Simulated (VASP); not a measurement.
## Si12O23 (a cell with a defect): single point with PBE

The system is Si12O23 (a cell with a defect).

```xyz
35
Lattice="-2.4500 4.2435 5.4000 4.9000 0.0000 5.4000 4.9000 8.4870 0.0000" Properties=species:S:1:pos:R:3 pbc="T T T"
Si    6.9111    8.3995    3.4126
Si    3.7483    1.9432    7.1237
Si    1.3239    2.1840    0.0382
Si    4.8631    4.2510    3.6929
Si    6.3793    6.3203    7.2623
Si    3.9695    6.9130   -0.0057
Si   -0.0758    4.2733    3.5323
Si    1.3401    6.1772    7.2822
Si    3.7993    6.4729    5.4596
Si    2.2643    8.5743    3.7378
Si    3.5264   10.2667    6.9094
Si    1.2362    2.1570    5.3135
O     6.0766    9.7307    3.9600
O     0.3272    1.5742    1.1551
O     0.8227    4.8029    7.9378
O     0.7242    3.6304    4.7919
O     0.3300    6.6759    6.1031
O     3.8797    3.2299    8.1243
O     3.8259    5.3578    4.2802
O     2.9713    6.2383    1.3218
O     3.5739    9.0881    8.1835
O     3.2722    7.8523    4.8178
O     0.0593   11.8878    4.7068
O     6.2289    7.4025    8.4859
O     3.8951    5.4772    9.5246
O     2.7864    5.9049    6.6049
O     1.0197    4.8691    2.4961
O     5.5934    3.5989    4.9988
O     5.2366    6.6899    6.1458
O     3.9170    3.1224    2.9787
O     6.2871    9.7116    9.7973
O     5.2253   10.1320    6.5226
O     3.2109    9.1577    2.5374
O     2.7742    2.3389    5.8735
O     6.0244    7.4806    2.4347
```

- Program: VASP 6.6.1
- Task: single point
- Functional: PBE
- Potentials or basis: VASP PAW PBE potentials, release 64 (Si, O)
- Cutoff: 520 eV
- k mesh: 2 × 2 × 2
- Occupations: fermi-dirac, width 0.02 eV
- Spin: no spin polarisation

- Largest force: 0.070 eV/Å

Forces in eV/Å, atoms in the order of the input:
```
Si  -0.017  0.036 -0.045
Si   0.006 -0.009  0.015
Si   0.014  0.023 -0.006
Si  -0.039 -0.016  0.033
Si  -0.035  0.009 -0.009
Si   0.002  0.005  0.005
Si  -0.033  0.005 -0.001
Si   0.014  0.004  0.002
Si   0.018  0.020 -0.002
Si   0.014 -0.018 -0.012
Si   0.020 -0.019 -0.010
Si   0.037  0.028 -0.018
O    0.000 -0.009 -0.019
O    0.003  0.006  0.002
O   -0.033 -0.010  0.009
O   -0.006 -0.009  0.003
O    0.004 -0.016  0.007
O    0.006 -0.019 -0.007
O    0.010 -0.001  0.000
O    0.060  0.006 -0.015
O    0.014  0.011 -0.043
O   -0.014  0.000 -0.012
O    0.014 -0.029  0.043
O    0.008 -0.012 -0.008
O    0.006 -0.003  0.004
O   -0.002  0.014 -0.002
O    0.006  0.013 -0.009
O   -0.006  0.000 -0.006
O   -0.002 -0.022  0.021
O    0.018 -0.004  0.007
O   -0.019  0.057  0.035
O   -0.025  0.005  0.043
O   -0.017 -0.005  0.017
O   -0.016 -0.006  0.003
O   -0.011 -0.034 -0.022
```

Levels at points of the mesh, in eV from the Fermi level:
```tsv
k point	band 91	band 92	band 93	band 94	band 95	band 96	band 97	band 98
(0.00, 0.00, 0.00)	-4.97	-4.69	-3.62	-0.55	0.65	1.98	2.66	2.96
(0.50, 0.00, 0.00)	-4.95	-4.69	-3.55	-0.56	1.21	1.83	2.76	2.80
(0.00, 0.50, 0.00)	-4.98	-4.61	-3.31	-0.70	1.82	2.01	2.10	2.42
(0.50, 0.50, 0.00)	-4.95	-4.63	-3.28	-0.63	1.66	2.29	2.45	2.63
(0.00, 0.00, 0.50)	-4.97	-4.70	-3.58	-0.57	0.97	1.76	2.28	3.16
(0.50, 0.00, 0.50)	-4.94	-4.70	-3.56	-0.59	1.49	1.96	2.12	2.77
(0.00, 0.50, 0.50)	-5.01	-4.62	-3.31	-0.65	1.62	1.81	2.30	2.79
(0.50, 0.50, 0.50)	-4.96	-4.62	-3.29	-0.62	1.76	2.14	2.16	2.79
```

Wall time 9.2 min on 1 thread of Intel(R) Xeon(R) Platinum 8488C (Sapphire Rapids), with other jobs on the host, peak memory 0.63 GiB.

Caveat: the k points lie up to 0.47 Å⁻¹ apart; the cell carries a net charge on a neutralising background, which shifts energy and pressure; the cell is charged against a uniform background, so pressure and absolute levels hang on convention.
